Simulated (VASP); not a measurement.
# Ir (P6_3/mmc) in VASP: further runs, part 2 of 2

VASP 6.6.1. The steps go on from the part before.

## 6. Single point, PBE

This run uses another cell than the first one, of 14.33 Å³/atom, 0.980 times its volume.

File INCAR:

```
ALGO     = Normal         # electronic algorithm
EDIFF    = 1E-6           # SCF threshold, eV
ENCUT    = 520            # plane-wave cutoff, eV
GGA      = PE             # functional
ISIF     = 2              # what is computed and relaxed
ISMEAR   = -1             # smearing method
LASPH    = T              # aspherical terms in the spheres
LCHARG   = F              # write CHGCAR
LREAL    = F              # projectors in reciprocal space
LWAVE    = F              # write WAVECAR
NBANDS   = 16             # bands
NELM     = 60             # most SCF steps
PREC     = Accurate       # precision mode
SIGMA    = 0.05           # smearing width, eV
```

File KPOINTS:

```
k-points
0
Gamma
  9 9 5
```

File POSCAR:

```
Ir
1.0
    2.7513778946      0.0000000000      0.0000000000
   -1.3756889473      2.3827631521      0.0000000000
    0.0000000000      0.0000000000      4.3730442000
Ir
2
Direct
    0.3333333333      0.6666666667      0.2500000000
    0.6666666667      0.3333333333      0.7500000000
```

Potentials or basis: VASP PAW PBE potentials, release 64 (Ir).

Launch:

```console
> cat potpaw_PBE.64/Ir/POTCAR > POTCAR
> mpirun -np 1 vasp_std > vasp.out
```

OUTCAR:

```text
EDIFF = 1E-6
   ENCUT = 520
   GGA = PE
   ISIF = 2
   ISMEAR = -1
   LASPH = T
   LREAL = F
   NELM = 60
   PREC = Accurate

 ion  position               nearest neighbor table
   1  0.333  0.667  0.250-   2 2.70   2 2.70   2 2.70   2 2.70   2 2.70   2 2.70
   2  0.667  0.333  0.750-   1 2.70   1 2.70   1 2.70   1 2.70   1 2.70   1 2.70

  LATTYP: Found a hexagonal cell.
 ALAT       =     2.7513778946
 C/A-ratio  =     1.5894015172

  Lattice vectors:

 A1 = (   2.7513778946,   0.0000000000,   0.0000000000)
 A2 = (  -1.3756889473,   2.3827631521,   0.0000000000)
 A3 = (   0.0000000000,   0.0000000000,   4.3730442000)

Analysis of symmetry for initial positions (statically):
=====================================================================
 Subroutine PRICEL returns:
 Original cell was already a primitive cell.

 Routine SETGRP: Setting up the symmetry group for a
 hexagonal supercell.

 Subroutine GETGRP returns: Found 24 space group operations
 (whereof 12 operations were pure point group operations)
[... 162 lines left out ...]

  energy without entropy =      -17.51127484  energy(sigma->0) =      -17.52152477

 E-fermi :  10.2793     XC(G=0): -13.9100

 val. band max:       10.2364378339   @ k =   0.4444   0.1111   0.2000
 cond. band min:      10.3349707848   @ k =   0.3333   0.3333   0.0000
 fundamental gap:      0.0985329509
 Fermi energy:        10.2792916798

 k-point     1 :       0.0000    0.0000    0.0000
  band No.  band energies     occupation
      1      -0.7990      2.00000
      2       2.2805      2.00000
      3       6.5094      2.00000
      4       6.5094      2.00000
      5       6.6073      2.00000
      6       7.2034      2.00000
[... 433 lines left out ...]
      3       4.2927      2.00000
      4       5.2464      2.00000
      5       6.1596      2.00000
      6       6.1596      2.00000
[... 8 lines left out ...]
     15      21.4602      0.00000
     16      22.1791      0.00000

 [... further k-points ...]

------------------------ aborting loop because EDIFF is reached ----------------------------------------

  FORCE on cell =-STRESS in cart. coord.  units (eV):
  Direction    XX          YY          ZZ          XY          YZ          ZX
  --------------------------------------------------------------------------------------
  -------------------------------------------------------------------------------------
  Total        0.5623496      0.5623496      2.3944988     -0.0000000     -0.0000000      0.0000000
  in kB       31.4269304     31.4269304    133.8166724     -0.0000000     -0.0000000      0.0000000
  external PRESSURE =      65.5568444 kB  Pullay stress =       0.0000000 kB

 VOLUME and BASIS-vectors are now :
 -----------------------------------------------------------------------------
  energy-cutoff  :      520.00
  volume of cell :       28.67
      direct lattice vectors                 reciprocal lattice vectors
     2.751377895  0.000000000  0.000000000     0.363454254  0.209840411  0.000000000
    -1.375688947  2.382763152  0.000000000     0.000000000  0.419680823  0.000000000
     0.000000000  0.000000000  4.373044200     0.000000000  0.000000000  0.228673655

 POSITION                                       TOTAL-FORCE (eV/Angst)
 -----------------------------------------------------------------------------------
     -0.00000      1.58851      1.09326        -0.000000     -0.000000      0.000000
      1.37569      0.79425      3.27978         0.000000      0.000000      0.000000
 -----------------------------------------------------------------------------------
    total drift:                                0.000000     -0.000000     -0.000000

  FREE ENERGIE OF THE ION-ELECTRON SYSTEM (eV)
  ---------------------------------------------------
  free  energy   TOTEN  =       -17.5317747138 eV

  energy  without entropy=      -17.5112748352  energy(sigma->0) =      -17.52152477
```

OSZICAR:

```text
N       E                     dE             d eps       ncg     rms          rms(c)
DAV:   1     0.140493114756E+03    0.14049E+03   -0.84280E+03  1152   0.113E+03
DAV:   2    -0.148683581068E+02   -0.15536E+03   -0.14021E+03  1152   0.306E+02
DAV:   3    -0.185877115836E+02   -0.37194E+01   -0.36698E+01  1568   0.562E+01
DAV:   4    -0.186281764205E+02   -0.40465E-01   -0.40447E-01  1312   0.497E+00
DAV:   5    -0.186293141217E+02   -0.11377E-02   -0.11377E-02  1616   0.881E-01    0.214E+01
DAV:   6    -0.177173533114E+02    0.91196E+00   -0.11228E+00  1432   0.138E+01    0.887E+00
DAV:   7    -0.175438410781E+02    0.17351E+00   -0.36980E-01  1552   0.748E+00    0.207E+00
DAV:   8    -0.175354681637E+02    0.83729E-02   -0.58368E-03  1304   0.694E-01    0.101E+00
DAV:   9    -0.175317602450E+02    0.37079E-02   -0.42583E-03  1528   0.822E-01    0.174E-02
DAV:  10    -0.175317695264E+02   -0.92814E-05   -0.28415E-05  1616   0.448E-02    0.118E-02
DAV:  11    -0.175317745598E+02   -0.50334E-05   -0.23310E-06  1520   0.126E-02    0.135E-03
DAV:  12    -0.175317747138E+02   -0.15403E-06   -0.92397E-08   928   0.271E-03
   1 F= -.17531775E+02 E0= -.17521525E+02  d E =-.204999E-01
```

It took 6.7 s on 1 thread of Intel Xeon 6975P-C (Granite Rapids), shared host; peak memory 0.14 GiB.

Results:

```yaml
Free_energy: -17.5318 eV
Pressure: 6.6 GPa
Band_gap_on_the_k_mesh: zero (band 9 reaches 11.12 eV, above the bottom of band 10 at 8.23 eV)
```

Caveat: spin-orbit coupling is left out, which moves the levels of the heavy elements.

## 7. The runs side by side

```tsv
spin	cell	smearing	gap on the mesh (eV)	pressure (GPa)	moment (μB)
non-collinear, zero start, SOC	a = 2.751, b = 2.751, c = 4.462 Å, angles 90.0, 90.0, 120.0°, 2 atoms	gaussian 0.025 eV	-	0.0	0.00
non-collinear, zero start, SOC	a = 2.751, b = 2.751, c = 4.462 Å, angles 90.0, 90.0, 120.0°, 2 atoms	gaussian 0.01 eV	-	0.0	0.00
non-collinear, zero start, SOC	a = 2.751, b = 2.751, c = 4.462 Å, angles 90.0, 90.0, 120.0°, 2 atoms	gaussian 0.005 eV	-	0.0	0.00
off	a = 2.751, b = 2.751, c = 4.284 Å, angles 90.0, 90.0, 120.0°, 2 atoms	fermi-dirac 0.05 eV	none	15.6	-
off	a = 2.751, b = 2.751, c = 4.373 Å, angles 90.0, 90.0, 120.0°, 2 atoms	fermi-dirac 0.05 eV	none	6.6	-
```

Alike in all rows: task single point; level PBE; potentials or basis VASP PAW PBE potentials, release 64 (Ir); k mesh 9 × 9 × 5; cutoff (eV) 520.

Caveats: spin-orbit coupling is left out, which moves the levels of the heavy elements (some runs).

Total energies depend on the potentials used, so only differences within one code and one set of settings carry meaning.
